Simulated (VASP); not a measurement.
Write the native input for VASP 6.6.1 that does the following.

```yaml
Task: single point
Functional: PBEsol
Potentials_or_basis: VASP PAW PBE potentials, release 64 (Y_sv)
Cutoff: 520 eV
k_mesh: 16 × 16 × 16
Occupations: gaussian, width 0.15 eV
Spin: no spin polarisation
Dipole_correction: no
Further_INCAR_settings: ALGO = Fast; EDIFF = 1e-07; NBANDS = 12
```

The structure of Y lies in POSCAR:

```
Y
1.0
    0.0000000000      2.3856000000      2.6838000000
    2.3856000000      0.0000000000      2.6838000000
    2.3856000000      2.3856000000      0.0000000000
Y
1
Direct
    0.0000000000      0.0000000000      0.0000000000
```

This cell differs from its parent crystal: strain -0.040 along x and y, +0.080 along z.

One way to write it, as run:

INCAR

```
PREC = Accurate
ENCUT = 520
EDIFF = 1E-7
ISMEAR = 0
SIGMA = 0.15
LREAL = F
LASPH = T
NELM = 80
ALGO = Fast
ISIF = 2
LWAVE = F
LCHARG = F
GGA = PS
NBANDS = 12
```

KPOINTS

```
regular mesh
0
Gamma
  16 16 16
```

Potentials or basis: VASP PAW PBE potentials, release 64 (Y_sv).

Command:

```console
$ cat potpaw_PBE.64/Y_sv/POTCAR > POTCAR
$ mpirun -np 1 vasp_std > vasp.out
```

Results of the run:

| Quantity | Value |
| --- | --- |
| Pressure | 0.2 GPa |

Caveat: the cell differs from its parent crystal (strain -0.040 along x and y, +0.080 along z); the PAW data sets were made with another functional, which shifts forces and pressure a little.

Run time: 3 min on 1 thread of AMD EPYC 7R13 Processor (Zen 3), with other jobs on the host, peak memory 0.25 GiB.
